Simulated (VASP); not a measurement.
Input of a VASP 6.6.1 run:

File INCAR:

```
SYSTEM = In3Sb
ALGO = Fast ; EDIFF = 1E-7
ENCUT = 520 ; GGA = PS
ISIF = 2 ; ISMEAR = 0
LASPH = .True. ; LCHARG = .False.
LREAL = .False. ; LWAVE = .False.
NBANDS = 30 ; NELM = 100
PREC = Accurate ; SIGMA = 0.1
```

Contents of KPOINTS:

```
k-points
0
Gamma
  2 2 2
  0 0 0
```

The input POSCAR:

```
In3Sb
1.0
    4.8369620000      0.0000000000      0.0000000000
    0.0000000000      4.8369620000      0.0000000000
    0.0000000000      0.0000000000      4.8369620000
In Sb
3 1
Direct
    0.5000000000      0.5000000000      0.0000000000
    0.5000000000      0.0000000000      0.5000000000
    0.0000000000      0.5000000000      0.5000000000
    0.0000000000      0.0000000000      0.0000000000
```

Potentials or basis: VASP PAW PBE potentials, release 64 (In_d, Sb).

Command:

```sh
$ cat potpaw_PBE.64/In_d/POTCAR potpaw_PBE.64/Sb/POTCAR > POTCAR
$ mpirun -np 1 vasp_std > vasp.out
```

Question: Estimate the pressure.

Answer: -2.9 GPa.

Question: What does it give for the band gap on the k mesh?

Answer: Zero (bands 22 and 23 overlap by 3.38 eV).

Caveat: the k points lie up to 0.65 Å⁻¹ apart, too coarse for converged energies and pressures of a metal; the PAW data sets were made with another functional, which shifts forces and pressure a little; spin-orbit coupling is left out, which moves the levels of the heavy elements.
